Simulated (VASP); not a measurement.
# Nb in VASP: single point with PBE

Aim: the single point of Nb with PBE.

All numbers are computed with VASP 6.6.1; they aren't measurements. Logs are shortened: lines on timing, memory, paths and dates and some standing lists are left out, and cuts for length are marked.

### 1 The cell of the first run

The cell holds a slab with vacuum, 5 atoms: a = 2.991 Å, b = 2.991 Å, c = 24.769 Å, α = 90.00°, β = 90.00°, γ = 120.00°.

### 2 Single point, PBE, non-collinear spin, zero start, spin-orbit coupling

Input file INCAR:

```
  ALGO = Normal
  DIPOL = 0.5 0.5 0.500
  EDIFF = 1E-6
  ENCUT = 520
  GGA = PE
  GGA_COMPAT = False
  IDIPOL = 3
  ISIF = 2
  ISMEAR = -1
  LASPH = True
  LCHARG = False
  LDIPOL = True
  LMAXMIX = 4
  LORBIT = 11
  LORBMOM = True
  LREAL = False
  LSORBIT = True
  LWAVE = False
  MAGMOM = 0 0 0 0 0 0 0 0 0 0 0 0 0 0 0
  NBANDS = 80
  NELM = 150
  PREC = Accurate
  SIGMA = 0.05
```

Input file KPOINTS:

```
k-points
0
Gamma
  10 10 1
```

Input file POSCAR:

```
Nb
1.0
    2.9910616844      0.0000000000      0.0000000000
   -1.4955308422      2.5903354030      0.0000000000
    0.0000000000      0.0000000000     24.7687665547
Nb
5
Direct
    0.6666666667      0.3333333333      0.3028007060
    0.3333333333      0.6666666667      0.4014003530
    0.0000000000      0.0000000000      0.5000000000
    0.6666666667      0.3333333333      0.5985996470
    0.3333333333      0.6666666667      0.6971992940
```

Potentials or basis: VASP PAW PBE potentials, release 64 (Nb_sv).

Started as:

```sh
cat potpaw_PBE.64/Nb_sv/POTCAR > POTCAR
mpirun -np 1 vasp_ncl > vasp.out
```

OUTCAR:

```text
EDIFF = 1E-6
   ENCUT = 520
   GGA = PE
   ISIF = 2
   ISMEAR = -1
   LASPH = True
   LORBIT = 11
   LREAL = False
   LSORBIT = True
   NELM = 150
   PREC = Accurate

 ion  position               nearest neighbor table
   1  0.667  0.333  0.303-   2 2.99   2 2.99   2 2.99
   2  0.333  0.667  0.401-   3 2.99   1 2.99   1 2.99   3 2.99   3 2.99   1 2.99
   3  0.000  0.000  0.500-   2 2.99   4 2.99   4 2.99   2 2.99   4 2.99   2 2.99
   4  0.667  0.333  0.599-   5 2.99   3 2.99   5 2.99   3 2.99   3 2.99   5 2.99
   5  0.333  0.667  0.697-   4 2.99   4 2.99   4 2.99

  LATTYP: Found a hexagonal cell.
 ALAT       =     2.9910616844
 C/A-ratio  =     8.2809280343

  Lattice vectors:

 A1 = (   2.9910616844,   0.0000000000,   0.0000000000)
 A2 = (  -1.4955308422,   2.5903354030,   0.0000000000)
 A3 = (   0.0000000000,   0.0000000000,  24.7687665547)

Analysis of symmetry for initial positions (statically):
=====================================================================
 Subroutine PRICEL returns:
 Original cell was already a primitive cell.

 Routine SETGRP: Setting up the symmetry group for a
 hexagonal supercell.

 Subroutine GETGRP returns: Found 12 space group operations
 (whereof 12 operations were pure point group operations)
 out of a pool of 24 trial point group operations.

The static configuration has the point symmetry D_3d.

Analysis of symmetry for dynamics (positions and initial velocities):
=====================================================================
 Subroutine PRICEL returns:
 Original cell was already a primitive cell.

 Routine SETGRP: Setting up the symmetry group for a
 hexagonal supercell.

 Subroutine GETGRP returns: Found 12 space group operations
 (whereof 12 operations were pure point group operations)
 out of a pool of 24 trial point group operations.

The dynamic configuration has the point symmetry D_3d.

Analysis of structural, dynamic, and magnetic symmetry:
=====================================================================
 Subroutine PRICEL returns:
 Original cell was already a primitive cell.

 Routine SETGRP: Setting up the symmetry group for a
 hexagonal supercell.

 Subroutine GETGRP returns: Found 12 space group operations
 (whereof 12 operations were pure point group operations)
 out of a pool of 24 trial point group operations.

The overall configuration has the point symmetry D_3d.

 Subroutine INISYM returns: Found 12 space group operations
 (whereof 12 operations are pure point group operations),
 and found     1 'primitive' translations

----------------------------------------------------------------------------------------

                                     Primitive cell

  volume of cell :     191.9048

  direct lattice vectors                    reciprocal lattice vectors
     2.991061684  0.000000000  0.000000000     0.334329447  0.193025196  0.000000000
    -1.495530842  2.590335403  0.000000000     0.000000000  0.386050393  0.000000000
     0.000000000  0.000000000 24.768766555     0.000000000  0.000000000  0.040373427

  length of vectors
     2.991061684  2.991061684 24.768766555     0.386050393  0.386050393  0.040373427

  position of ions in fractional coordinates (direct lattice)
     0.666666667  0.333333333  0.302800706
     0.333333333  0.666666667  0.401400353
     0.000000000  0.000000000  0.500000000
     0.666666667  0.333333333  0.598599647
     0.333333333  0.666666667  0.697199294

  ion indices of the primitive-cell ions
   primitive index   ion index
                 1           1
                 2           2
                 3           3
                 4           4
                 5           5

----------------------------------------------------------------------------------------

 KPOINTS: k-points

Automatic generation of k-mesh.
 Grid dimensions read from file:
 generate k-points for:   10   10    1

 Generating k-lattice:

  Cartesian coordinates                     Fractional coordinates (reciprocal lattice)
     0.033432945  0.019302520  0.000000000     0.100000000  0.000000000  0.000000000
     0.000000000  0.038605039  0.000000000     0.000000000  0.100000000  0.000000000
     0.000000000  0.000000000  0.040373427     0.000000000  0.000000000  1.000000000

  Length of vectors
     0.038605039  0.038605039  0.040373427

  Shift w.r.t. Gamma in fractional coordinates (k-lattice)
     0.000000000  0.000000000  0.000000000

 Subroutine IBZKPT returns following result:
[... 64 lines left out ...]
   LHFCALC =     F    Hartree Fock is set to
   AEXX    =    0.0000 exact exchange contribution
   IVDW    =     0    specifies the selected vdW correction
   LEPSILON=     F    determine dielectric tensor
   LRPA    =     F    only Hartree local field effects (RPA)
  energy-cutoff  :      520.00
  volume of cell :      191.90
 maximum number of plane-waves:     10482
 NGX is ok and might be reduce to    24
   NGX = 11   NGY = 11   NGZ = 93

 number of electron      65.0000000 magnetization       0.0000000      0.0000000      0.0000000

 number of electron      64.9999995 magnetization       0.0000000     -0.0000000     -0.0000000

 dipolmoment           0.000000      0.000000     -0.000000 electrons x Angstroem

 number of electron      64.9999995 magnetization       0.0000000     -0.0000000      0.0000000

 dipolmoment           0.000000      0.000000      0.000000 electrons x Angstroem

 Free energy of the ion-electron system (eV)
  ---------------------------------------------------
  ext. energy  EPLUGINS =         0.00000000
  ---------------------------------------------------
  free energy    TOTEN  =       -47.83922733 eV

  energy without entropy =      -47.75174475  energy(sigma->0) =      -47.79548604

 E-fermi :   3.2535     XC(G=0):  -6.8587

 val. band max:        3.2446168211   @ k =   0.3000   0.2000   0.0000
 cond. band min:       3.2684634189   @ k =   0.3000   0.3000   0.0000
 fundamental gap:      0.0238465978
 Fermi energy:         3.2535123678

 k-point     1 :       0.0000    0.0000    0.0000
  band No.  band energies     occupation
      1     -51.6066      1.00000
      2     -51.6066      1.00000
      3     -51.5932      1.00000
      4     -51.5932      1.00000
      5     -51.5397      1.00000
      6     -51.5397      1.00000
[... 1109 lines left out ...]
     76       4.9853      0.00000
     77       5.2468      0.00000
 [bands above 77 left out]

------------------------ aborting loop because EDIFF is reached ----------------------------------------

 vacuum level on the upper side and lower side of the slab       (xc-potential included)        -0.208        -0.208

  FORCE on cell =-STRESS in cart. coord.  units (eV):
  Direction    XX          YY          ZZ          XY          YZ          ZX
  --------------------------------------------------------------------------------------
  -------------------------------------------------------------------------------------
  Total       -5.8260359     -5.8260359      0.1725315      0.0000000      0.0000000      0.0000000
  in kB      -48.6404953    -48.6404953      1.4404339      0.0000000      0.0000000      0.0000000
  external PRESSURE =     -31.9468522 kB  Pullay stress =       0.0000000 kB

 VOLUME and BASIS-vectors are now :
 -----------------------------------------------------------------------------
  energy-cutoff  :      520.00
  volume of cell :      191.90
      direct lattice vectors                 reciprocal lattice vectors
     2.991061684  0.000000000  0.000000000     0.334329447  0.193025196  0.000000000
    -1.495530842  2.590335403  0.000000000     0.000000000  0.386050393  0.000000000
     0.000000000  0.000000000 24.768766555     0.000000000  0.000000000  0.040373427

 POSITION                                       TOTAL-FORCE (eV/Angst)
 -----------------------------------------------------------------------------------
      1.49553      0.86345      7.50000         0.000000     -0.000000      0.074550
     -0.00000      1.72689      9.94219         0.000000      0.000000     -0.194658
      0.00000      0.00000     12.38438         0.000000      0.000000     -0.000000
      1.49553      0.86345     14.82657        -0.000000      0.000000      0.194658
     -0.00000      1.72689     17.26877        -0.000000      0.000000     -0.074550
 -----------------------------------------------------------------------------------
    total drift:                               -0.000000      0.000000      0.000000

  FREE ENERGIE OF THE ION-ELECTRON SYSTEM (eV)
  ---------------------------------------------------
  free  energy   TOTEN  =       -47.8392273323 eV

  energy  without entropy=      -47.7517447457  energy(sigma->0) =      -47.79548604

 vacuum level on the upper side and lower side of the slab         7.449         7.449

 orbital moment (x)

 # of ion     p       d       tot
 ----------------------------------------
  1         0.000   0.000   0.000
  2        -0.000  -0.000  -0.000
  3         0.000  -0.000  -0.000
  4        -0.000  -0.000  -0.000
  5         0.000   0.000   0.000
 ----------------------------------------
           -0.000   0.000   0.000

 orbital moment (y)

 # of ion     p       d       tot
 ----------------------------------------
  1        -0.000  -0.000  -0.000
  2         0.000  -0.000  -0.000
  3        -0.000   0.000  -0.000
  4        -0.000   0.000   0.000
  5        -0.000  -0.000  -0.000
 ----------------------------------------
           -0.000  -0.000  -0.000

 orbital moment (z)

 # of ion     p       d       tot
 ----------------------------------------
  1         0.000   0.000   0.000
  2         0.000   0.000   0.000
  3         0.000  -0.000  -0.000
  4         0.000  -0.000  -0.000
  5         0.000   0.000   0.000
 ----------------------------------------
            0.000   0.000   0.000

 Spin-Orbit-Coupling matrix elements

 Ion:    1  E_soc:     -0.1803137
 l=   1
     0.0000000    -0.0268241    -0.0271051
    -0.0268241     0.0000000    -0.0268241
    -0.0271051    -0.0268241     0.0000000
 l=   2
     0.0000000    -0.0006384     0.0000000    -0.0006384    -0.0023743
    -0.0006384     0.0000000    -0.0018910    -0.0006935    -0.0006384
     0.0000000    -0.0018910     0.0000000    -0.0018910     0.0000000
    -0.0006384    -0.0006935    -0.0018910     0.0000000    -0.0006384
    -0.0023743    -0.0006384     0.0000000    -0.0006384     0.0000000
 l=   3
     0.0000000     0.0000000     0.0000000     0.0000000     0.0000000     0.0000000     0.0000000
     0.0000000     0.0000000     0.0000000     0.0000000     0.0000000     0.0000000     0.0000000
     0.0000000     0.0000000     0.0000000     0.0000000     0.0000000     0.0000000     0.0000000
     0.0000000     0.0000000     0.0000000     0.0000000     0.0000000     0.0000000     0.0000000
[... 69 lines left out ...]
 l=   2
     0.0000000    -0.0006384     0.0000000    -0.0006384    -0.0023743
    -0.0006384     0.0000000    -0.0018910    -0.0006935    -0.0006384
     0.0000000    -0.0018910     0.0000000    -0.0018910     0.0000000
    -0.0006384    -0.0006935    -0.0018910     0.0000000    -0.0006384
    -0.0023743    -0.0006384     0.0000000    -0.0006384     0.0000000
 l=   3
     0.0000000     0.0000000     0.0000000     0.0000000     0.0000000     0.0000000     0.0000000
     0.0000000     0.0000000     0.0000000     0.0000000     0.0000000     0.0000000     0.0000000
     0.0000000     0.0000000     0.0000000     0.0000000     0.0000000     0.0000000     0.0000000
     0.0000000     0.0000000     0.0000000     0.0000000     0.0000000     0.0000000     0.0000000
     0.0000000     0.0000000     0.0000000     0.0000000     0.0000000     0.0000000     0.0000000
     0.0000000     0.0000000     0.0000000     0.0000000     0.0000000     0.0000000     0.0000000
     0.0000000     0.0000000     0.0000000     0.0000000     0.0000000     0.0000000     0.0000000

 total charge

# of ion       s       p       d       tot
------------------------------------------
    1        2.220   5.958   2.431  10.609
    2        2.223   6.007   2.389  10.619
    3        2.223   6.002   2.409  10.634
    4        2.223   6.007   2.389  10.619
    5        2.220   5.958   2.431  10.609
--------------------------------------------------
tot         11.108  29.933  12.050  53.091

 magnetization (x)

# of ion       s       p       d       tot
------------------------------------------
    1        0.000   0.000   0.000   0.000
    2        0.000   0.000   0.000   0.000
    3        0.000  -0.000   0.000   0.000
    4        0.000   0.000   0.000   0.000
    5        0.000   0.000   0.000   0.000
--------------------------------------------------
tot          0.000  -0.000   0.000   0.000

 magnetization (y)

# of ion       s       p       d       tot
------------------------------------------
    1        0.000   0.000   0.000   0.000
    2        0.000  -0.000   0.000   0.000
    3        0.000  -0.000   0.000   0.000
    4        0.000  -0.000   0.000  -0.000
    5        0.000   0.000   0.000   0.000
--------------------------------------------------
tot          0.000  -0.000   0.000   0.000

 magnetization (z)

# of ion       s       p       d       tot
------------------------------------------
    1        0.000   0.000   0.000   0.000
    2        0.000   0.000   0.000   0.000
    3        0.000   0.000   0.000   0.000
    4        0.000   0.000   0.000   0.000
    5        0.000   0.000   0.000   0.000
--------------------------------------------------
tot          0.000   0.000   0.000   0.000
```

Run time: 34 min. Hardware: 1 thread of Oxide Virtual Turin-like, shared host; peak memory 0.88 GiB.

What came out:

```
Free energy                                           : -47.8392 eV
Largest force                                         : 0.195 eV/Å
Net moment                                            : 0.00 μB per cell
Valence electrons inside the program's atomic spheres : Nb 10.61, 10.62, 10.63 (each value once)
```

Forces in eV/Å, atoms in the order of the input:
```
Nb   0.000  0.000  0.075
Nb   0.000  0.000 -0.195
Nb   0.000  0.000  0.000
Nb   0.000  0.000  0.195
Nb   0.000  0.000 -0.075
```

Moments on the atoms (μB; x, y, z):
```
Nb  0.00 0.00 0.00
Nb  0.00 0.00 0.00
Nb  0.00 0.00 0.00
Nb  0.00 0.00 0.00
Nb  0.00 0.00 0.00
```
